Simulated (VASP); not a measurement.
KF:

```xyz
2
Lattice="3.2590 0.0000 0.0000 0.0000 3.2590 0.0000 0.0000 0.0000 3.2590" Properties=species:S:1:pos:R:3 pbc="T T T"
K     0.0000    0.0000    0.0000
F     1.6295    1.6295    1.6295
```

Program: VASP 6.6.1. Alike in all runs: task single point; potentials or basis VASP PAW PBE potentials, release 64 (K_sv, F); no spin polarisation; cell as given; cutoff (eV) 600; smearing gaussian 0.1 eV.

Task: Order these runs on this cell by their pressure, lowest first.
A. level PBEsol; k mesh 8 × 8 × 8
B. level PBE; k mesh 1 × 1 × 1
C. level PBE; k mesh 5 × 5 × 5

Result: A (-2.5 GPa), C (0.0 GPa), B (34.4 GPa).

Caveats: some runs use coarse meshes; the PAW data sets were made with another functional, which shifts forces and pressure a little (some runs).
